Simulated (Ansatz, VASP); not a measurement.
## Ni: VASP beside Ansatz

INCAR

```
SYSTEM = Ni
  PREC = Accurate
  ENCUT = 520
  EDIFF = 1E-6
  ISMEAR = -1
  SIGMA = 0.05
  LREAL = .FALSE.
  LASPH = .TRUE.
  NELM = 150
  ALGO = Normal
  ISIF = 2
  LWAVE = .FALSE.
  LCHARG = .TRUE.
  ISPIN = 2
  MAGMOM = 1
  LORBIT = 11
  LMAXMIX = 4
  LDIPOL = .TRUE.
  IDIPOL = 3
  DIPOL = 0.5 0.5 0.294
  GGA = PE
  LELF = .TRUE.
  LVHAR = .TRUE.
  LVACPOTAV = .TRUE.
  NBANDS = 15
```

File KPOINTS:

```
regular mesh
0
G
  12 12 1
  0 0 0
```

POSCAR

```
Ni
1.0
    2.2591100000      0.0000000000      0.0000000000
    0.0000000000      2.2591100000      0.0000000000
    0.0000000000      0.0000000000     23.8000000000
Ni
1
Direct
    0.5000000000      0.5000000000      0.2941200000
```

input.yaml

```yaml
crystal:
  lattice:
    - [2.25911, 0.0, 0.0]
    - [0.0, 2.25911, 0.0]
    - [0.0, 0.0, 23.8]
  atoms:
    - { symbol: Ni, position: [0.5, 0.5, 0.29412], spin: 1.0 }
  periodic: [true, true, false]
kpoints:
  mp_grid: { grid: [12, 12, 1] }
scf:
  occupations: { method: fermi_dirac, width: 0.05 }
hamiltonian:
  xc: pbe
  pseudopotentials: { kind: all_electron, lapw: { basis_error: 0.002 } }
magnetization:
  spin_polarized: true
output:
  forces: true
  stress: true
  eigenvalues: true
```

Alike in both runs: functional PBE; k mesh 12 × 12 × 1; occupations fermi-dirac, width 0.05 eV; collinear spin.

```csv
,VASP,Ansatz
version,VASP 6.6.1,Ansatz 0.2.0
potentials or method,"VASP PAW PBE potentials, release 64 (Ni), cutoff 520 eV","all-electron LAPW, scalar-relativistic"
task,single point,work function
```

Ansatz gave:

| Property | Result |
| --- | --- |
| gap on the k mesh at the Fermi level (eV) | none |
| net moment per atom (μB) | 0.88 |
| size of the moment on the site where the two differ most (μB) | 0.92 |

**Question.** What did VASP give for the same quantities?

**Answer.** gap on the k mesh at the Fermi level (eV): none; net moment per atom (μB): 0.86; size of the moment on the site where the two differ most (μB): 0.88.

Site moments also hang on the region over which each program counts them. A gap of «none» marks a metal or a gap that the smearing closes. Ansatz ran all-electron here, and VASP with PAW potentials.
